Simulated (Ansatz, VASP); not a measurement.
# Mg8HO8: VASP beside Ansatz

```
Mg O H
1.0
     0.00000    3.88900    3.88900
     3.88900    0.00000    3.88900
     3.88900    3.88900    0.00000
Mg O H
8 8 1
Direct
  0.00000 0.00000 0.00000
  0.00000 0.00000 0.50000
  0.00000 0.50000 0.00000
  0.00000 0.50000 0.50000
  0.50000 0.00000 0.00000
  0.50000 0.00000 0.50000
  0.50000 0.50000 0.00000
  0.50000 0.50000 0.50000
  0.25000 0.25000 0.25000
  0.25000 0.25000 0.75000
  0.25000 0.75000 0.25000
  0.25000 0.75000 0.75000
  0.75000 0.25000 0.25000
  0.75000 0.25000 0.75000
  0.75000 0.75000 0.25000
  0.75000 0.75000 0.75000
  0.38064 0.86872 0.39267
```

Alike in both runs: task relaxation of the atoms; functional PBEsol; k mesh 2 × 2 × 2; occupations fermi-dirac, width 0.05 eV; collinear spin.

```csv
,VASP,Ansatz
version,VASP 6.6.1,Ansatz 0.2.0
potentials or method,"VASP PAW PBE potentials, release 64 (Mg, O, H), cutoff 520 eV","scalar-relativistic, plane waves, PAW"
valence electrons in the cell,65,129
```

VASP gave:

| Property | Result |
| --- | --- |
| net moment per atom (μB) | 0.04 |
| size of the moment on the site where the two differ most (μB) | 0.24 |

Question: What did Ansatz give for the same quantities?

Answer: net moment per atom (μB): 0.04; size of the moment on the site where the two differ most (μB): 0.32.

VASP's potentials were made for PBE, not for PBEsol, and Ansatz warns of the same on its side. Site moments also hang on the region over which each program counts them. VASP's potentials hold 65 valence electrons a cell and Ansatz's 129, so a difference there can come from the potentials and not from the codes.

The k mesh is coarse, so the values compare programs but aren't converged.
